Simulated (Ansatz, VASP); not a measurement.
Two plane-wave programs on BaTiO3

```xyz
5
Lattice="2.8483 1.6444 2.3356 -2.8483 1.6444 2.3356 0.0000 -3.2889 2.3356" Properties=species:S:1:pos:R:3 pbc="T T T"
Ba    0.0000    0.0000    0.0010
Ti    0.0000    0.0000    3.5968
O    -1.3978    0.8070    4.5721
O     0.0000   -1.6141    4.5721
O     1.3978    0.8070    4.5721
```

Alike in both runs: task relaxation of cell and atoms; functional PBE; k mesh 6 × 6 × 6; occupations gaussian, width 0.02 eV; no spin polarisation.

|  | VASP | Ansatz |
| --- | --- | --- |
| version | VASP 6.6.1 | Ansatz 0.2.0 |
| potentials or method | VASP PAW PBE potentials, release 64 (Ba_sv, Ti_sv, O), cutoff 600 eV | scalar-relativistic, plane waves, PAW |
| valence electrons in the cell | 40 | 40 |

VASP gave:

```
gap on the k mesh at the Fermi level, each at its own relaxed structure (eV) : 2.58
relaxed volume (Å³/atom)                                                     : 13.52
relaxed cell length with the largest relative difference (Å)                 : 4.074
```

Question: Estimate Ansatz's values.

Answer: gap on the k mesh at the Fermi level, each at its own relaxed structure (eV): 2.63; relaxed volume (Å³/atom): 13.38; relaxed cell length with the largest relative difference (Å): 4.060.

Neither program's run includes spin-orbit coupling.
